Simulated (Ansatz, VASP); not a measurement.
**Two plane-wave programs on MoS2**

```
CELL_PARAMETERS angstrom
1.59653 0.92176 6.07723
-1.59653 0.92176 6.07723
0.00000 -1.84351 6.07723
ATOMIC_POSITIONS crystal
Mo 0.00000 0.00000 0.00000
S 0.24743 0.24743 0.24743
S 0.75257 0.75257 0.75257
```

Alike in both runs: task single point; functional PBE; k mesh 6 × 6 × 6; occupations fermi-dirac, width 0.02 eV; no spin polarisation.

|  | VASP | Ansatz |
| --- | --- | --- |
| version | VASP 6.6.1 | Ansatz 0.2.0 |
| potentials or method | VASP PAW PBE potentials, release 64 (Mo_sv, S), cutoff 520 eV | plane waves |
| valence electrons in the cell | 26 | 26 |

```tsv
	VASP	Ansatz	Ansatz less VASP
pressure (GPa)	2.1	2.2	+0.10
traceless stress, the component that is largest in VASP (GPa)	1.18	1.18	+0.004
rms of the force components (eV/Å)	0.047	0.052	+0.0047
```

Atom by atom the forces differ by 0.005 eV/Å (rms over components).

The k mesh is coarse, so the values compare programs but aren't converged.
